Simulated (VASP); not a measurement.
# BN (P6_3mc) in VASP: a series of runs, part 2 of 2

VASP 6.6.1.

### Step 3. G0W0 quasiparticle levels, r2SCAN

POSCAR

```
BN
1.0
    2.5439493101      0.0000000000      0.0000000000
   -1.2719746550      2.2031247285      0.0000000000
    0.0000000000      0.0000000000      4.2078167837
B N
2 2
Direct
    0.6666666667      0.3333333333      0.0002035745
    0.3333333333      0.6666666667      0.5002035745
    0.6666666667      0.3333333333      0.3747964255
    0.3333333333      0.6666666667      0.8747964255
```

INCAR.step1

```
PREC     = Accurate       # precision mode
ENCUT    = 500            # plane-wave cutoff, eV
EDIFF    = 1E-8           # SCF threshold, eV
ISMEAR   = 0              # smearing method
SIGMA    = 0.01           # smearing width, eV
LREAL    = False          # projectors in reciprocal space
LASPH    = True           # aspherical terms in the spheres
NELM     = 80             # most SCF steps
ALGO     = Normal         # electronic algorithm
LWAVE    = True           # write WAVECAR
LCHARG   = False          # write CHGCAR
METAGGA  = R2SCAN         # meta-GGA
LMIXTAU  = True
```

INCAR.step2

```
PREC     = Accurate       # precision mode
ENCUT    = 500            # plane-wave cutoff, eV
EDIFF    = 1E-8           # SCF threshold, eV
ISMEAR   = 0              # smearing method
SIGMA    = 0.01           # smearing width, eV
LREAL    = False          # projectors in reciprocal space
LASPH    = True           # aspherical terms in the spheres
NELM     = 1              # most SCF steps
ALGO     = Exact          # electronic algorithm
LWAVE    = True           # write WAVECAR
LCHARG   = False          # write CHGCAR
METAGGA  = R2SCAN         # meta-GGA
LMIXTAU  = True         
NBANDS   = 137            # bands
LOPTICS  = True           # frequency-dependent dielectric function
ISTART   = 1
```

INCAR.step3

```
PREC     = Accurate       # precision mode
ENCUT    = 500            # plane-wave cutoff, eV
EDIFF    = 1E-8           # SCF threshold, eV
ISMEAR   = 0              # smearing method
SIGMA    = 0.01           # smearing width, eV
LREAL    = False          # projectors in reciprocal space
LASPH    = True           # aspherical terms in the spheres
ALGO     = EVGW0          # electronic algorithm
LWAVE    = False          # write WAVECAR
LCHARG   = False          # write CHGCAR
METAGGA  = R2SCAN         # meta-GGA
LMIXTAU  = True         
NELMGW   = 1            
NBANDS   = 137            # bands
ENCUTGW  = 180.0          # cutoff of the response function
NOMEGA   = 96             # frequency points
PRECFOCK = Fast         
ISTART   = 1            
NBANDSGW = 16           
OMEGAMAX = 20
```

KPOINTS

```
regular mesh
0
Gamma
  6 6 4
```

Potentials or basis: VASP PAW PBE potentials, release 64 (B_GW, N_GW).

Launch:

```bash
$ cat potpaw_PBE.64/B_GW/POTCAR potpaw_PBE.64/N_GW/POTCAR > POTCAR
$ cp INCAR.step1 INCAR
$ mpirun -np 1 vasp_std > vasp.out
$ cp INCAR.step2 INCAR
$ mpirun -np 1 vasp_std > vasp.out
$ cp INCAR.step3 INCAR
$ mpirun -np 1 vasp_std > vasp.out
```

OUTCAR:

```text
PREC = Accurate
   ENCUT = 500
   EDIFF = 1E-8
   ISMEAR = 0
   LREAL = False
   LASPH = True
   METAGGA = R2SCAN
   NELMGW = 1
   ENCUTGW = 180.0
   PRECFOCK = Fast
   ISTART = 1

 ion  position               nearest neighbor table
   1  0.667  0.333  0.000-   4 1.56   4 1.56   4 1.56   3 1.58
   2  0.333  0.667  0.500-   3 1.56   3 1.56   3 1.56   4 1.58
   3  0.667  0.333  0.375-   2 1.56   2 1.56   2 1.56   1 1.58
   4  0.333  0.667  0.875-   1 1.56   1 1.56   1 1.56   2 1.58

  LATTYP: Found a hexagonal cell.
 ALAT       =     2.5439493101
 C/A-ratio  =     1.6540489887

  Lattice vectors:

 A1 = (   2.5439493101,   0.0000000000,   0.0000000000)
 A2 = (  -1.2719746550,   2.2031247285,   0.0000000000)
 A3 = (   0.0000000000,   0.0000000000,   4.2078167837)

Analysis of symmetry for initial positions (statically):
=====================================================================
 Subroutine PRICEL returns:
 Original cell was already a primitive cell.

 Routine SETGRP: Setting up the symmetry group for a
[... 148 lines left out ...]
   LHFCALC =     T    Hartree Fock is set to
   PRECFOCK=fast      Normal, Fast or Accurate (Low or Medium for compatibility)
   ENCUT4O =  -1.0   cutoff for four orbital integrals eV
   NKREDX  =     1    reduce k-point grid by
   NKREDY  =     1    reduce k-point grid by
   NKREDZ  =     1    reduce k-point grid by
   AEXX    =    1.0000 exact exchange contribution
   HFSCREEN=    0.0000 screening length (either q_TF or 0.3 A-1)
   HFSCREENC=   0.0000 screening length for correlation (either q_TF or 0.3 A-1)
   ENCUTFOCK=  -1.0 apply spherical cutoff to Coloumb kernel
   IVDW    =     0    specifies the selected vdW correction
   LEPSILON=     F    determine dielectric tensor
   LRPA    =     F    only Hartree local field effects (RPA)
   LRPAFORCE           =     F    calculate RPA forces
   ENCUTGW             = 180.0    cutoff for response function in eV
   ENCUTGWSOFT         = 144.0    soft cutoff for Coulomb kernel in GW response function in eV
   ENCUTLF             =  -1.0    cutoff for local field effects
   NELMGW              =     1    number of iterations in solving QP/BSE equation
   NELMHF              =     1    number of iterations in the inner HF iteration
   NKREDLFX            =     1    NKREDLFY  =   1   NKREDLFZ  =   1
 non-spin polarized calculation
 Gauss-broadening in eV      SIGMA  =   0.01
  energy-cutoff  :      500.00
  volume of cell :       23.58
 maximum number of plane-waves:       609
 NGX is ok and might be reduce to    20
  NGX = 12; NGY = 12; NGZ = 20
   NGX =  9   NGY =  9   NGZ = 15
 maximum number of plane-waves:       135

 QP shifts <psi_nk| G(iteration)W_0 |psi_nk>: iteration 1
 for sc-GW calculations column KS-energies equals QP-energies in previous step
 and V_xc(KS)=  KS-energies - (<T + V_ion + V_H > + <T+V_H+V_ion>^1  + <V_x>^1)

 k-point   1 :       0.0000    0.0000    0.0000
  band No.  KS-energies  QP-energies   sigma(KS)   V_xc(KS)     V^pw_x(r,r')   Z            occupation Imag(sigma)

      1     -14.0362     -15.1660     -18.3113     -16.8947     -26.6646       0.7975       2.0000       1.3439
      2      -9.7892     -10.5873     -19.1812     -18.1488     -26.9142       0.7731       2.0000       0.7933
      3      -3.8754      -5.1656     -16.7910     -15.1085     -21.7453       0.7669       2.0000       0.1043
      4       5.2631       4.3461     -18.8252     -17.7180     -21.7240       0.8282       2.0000       0.0288
      5       5.2631       4.3461     -18.8252     -17.7180     -21.7240       0.8282       2.0000       0.0288
      6       7.2112       6.4444     -19.3537     -18.4361     -21.8198       0.8356       2.0000       0.0248
[... 395 lines left out ...]
      2      -8.4551      -9.2016     -19.5906     -18.6016     -27.0177       0.7548       2.0000       0.5947
      3      -1.7826      -3.0971     -17.6240     -15.9547     -22.1753       0.7874       2.0000       0.0680
      4      -1.7826      -3.0971     -17.6240     -15.9547     -22.1753       0.7874       2.0000       0.0680
      5      -0.5256      -1.7615     -16.9641     -15.4262     -20.8784       0.8036       2.0000       0.0503
      6      -0.5256      -1.7615     -16.9641     -15.4262     -20.8784       0.8036       2.0000       0.0503
[... 8 lines left out ...]
     15      25.3599      26.3535     -14.0556     -15.3284      -6.9189       0.7806       0.0000      -0.1101
     16      25.3599      26.3535     -14.0556     -15.3284      -6.9189       0.7806       0.0000      -0.1101
```

OUTCAR.step2:

```text
PREC = Accurate
   ENCUT = 500
   EDIFF = 1E-8
   ISMEAR = 0
   LREAL = False
[... 1044 lines left out ...]
     0.00000     4.45091     4.45091     4.51053     0.00000     0.00000    -0.00000
     2.43697     4.57037     4.57037     4.63723     0.00000     0.00000    -0.00000
     4.87395     5.00051     5.00051     5.09833     0.00000     0.00000    -0.00000
     7.31092     6.09542     6.09542     6.31950     0.00000     0.00000    -0.00000
     9.74789    10.17657    10.17657    11.43237     0.00000     0.00000    -0.00000
    12.18486     1.78562     1.78562     1.47519     0.00000    -0.00000    -0.00000
[... 92 lines left out ...]
   238.82335     0.98243     0.98243     0.98252    -0.00000    -0.00000     0.00000
   241.26032     0.98280     0.98280     0.98289    -0.00000    -0.00000     0.00000
```

Run time: 6.5 min. Hardware: 1 thread of AMD EPYC 9R45 (Zen 5), shared host; peak memory 0.45 GiB.

Results:

* Quasiparticle gap: 6.91 eV
* Least direct quasiparticle gap: 10.49 eV
* Band gap of the starting levels on the mesh: 5.73 eV
* Least direct gap of the starting levels on the mesh: 9.00 eV

Caveat: the k points lie up to 0.48 Å⁻¹ apart; bands, screening cutoff and mesh are small and nothing is extrapolated, so the quasiparticle values aren't converged.
